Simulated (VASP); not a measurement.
**Pd: single point with r2SCAN**

The system is Pd.

```
Pd
1.0
     2.78367    0.00000    0.00000
    -1.39183    2.41072    0.00000
     0.00000    0.00000    4.62889
Pd
2
Direct
  0.33333 0.66667 0.25000
  0.66667 0.33333 0.75000
```

```json
{
  "Program": "VASP 6.6.1",
  "Task": "single point",
  "Functional": "r2SCAN",
  "Potentials or basis": "VASP PAW PBE potentials, release 64 (Pd)",
  "Cutoff": "520 eV",
  "k mesh": "8 × 8 × 5",
  "Occupations": "fermi-dirac, width 0.05 eV",
  "Spin": "non-collinear spin, zero start, spin-orbit coupling",
  "Starting moments": "[[0.0, 0.0, 0.0], [0.0, 0.0, 0.0]] μB"
}
```

| Quantity | Value |
| --- | --- |
| Pressure | -5.1 GPa |
| Net moment | 0.00 μB per cell |
| Valence electrons inside the program's atomic spheres | Pd 9.38 |

Stress tensor (GPa, compression positive):
```
-5.73  0.00  0.00
 0.00 -5.73  0.00
 0.00  0.00 -3.79
```

Moments on the atoms (μB; x, y, z):
```
Pd  0.00 0.00 0.00
Pd  0.00 0.00 0.00
```

It took 3.8 min on 1 thread of Intel(R) Xeon(R) Platinum 8488C (Sapphire Rapids), on a shared host, peak memory 0.29 GiB.

Caveat: the PAW data sets were made with another functional, which shifts forces and pressure a little.
